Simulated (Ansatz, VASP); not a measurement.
# Si: VASP beside Ansatz

INCAR

```
SYSTEM = Si
PREC = Accurate
ENCUT = 520
EDIFF = 1E-7
ISMEAR = -1
SIGMA = 0.05
LREAL = .FALSE.
LASPH = .TRUE.
NELM = 100
ALGO = Normal
ISIF = 2
LWAVE = .FALSE.
LCHARG = .TRUE.
GGA = PE
LELF = .TRUE.
LVHAR = .TRUE.
NBANDS = 8
```

File KPOINTS:

```
regular mesh
0
G
  18 18 18
  0 0 0
```

Contents of POSCAR:

```
Si
1.0
    0.0000000000      1.8280325163      1.8280325163
    1.8280325163      0.0000000000      1.8280325163
    1.8280325163      1.8280325163      0.0000000000
Si
1
Direct
    0.0000000000      0.0000000000      0.0000000000
```

Input for Ansatz:

```yaml
crystal:
  lattice:
    - [0.0, 1.8280325163, 1.8280325163]
    - [1.8280325163, 0.0, 1.8280325163]
    - [1.8280325163, 1.8280325163, 0.0]
  atoms:
    - { symbol: Si, position: [0.0, 0.0, 0.0] }
kpoints:
  mp_grid: { grid: [18, 18, 18] }
scf:
  occupations: { method: fermi_dirac, width: 0.05 }
hamiltonian:
  xc: pbe
  pseudopotentials: { kind: all_electron, lapw: { basis_error: 0.001 } }
output:
  forces: true
  stress: true
  eigenvalues: true
  populations: true
```

Change from the starting cell: volume scaled by 0.84, LAPW.

Alike in both runs: task single point; functional PBE; k mesh 18 × 18 × 18; occupations fermi-dirac, width 0.05 eV; no spin polarisation.

|  | VASP | Ansatz |
| --- | --- | --- |
| version | VASP 6.6.1 | Ansatz 0.2.0 |
| potentials or method | VASP PAW PBE potentials, release 64 (Si), cutoff 520 eV | all-electron LAPW, scalar-relativistic |

|  | VASP | Ansatz | Ansatz less VASP |
| --- | --- | --- | --- |
| pressure (GPa) | 20.2 | 20.3 | +0.17 |

Ansatz ran all-electron here, and VASP with PAW potentials.
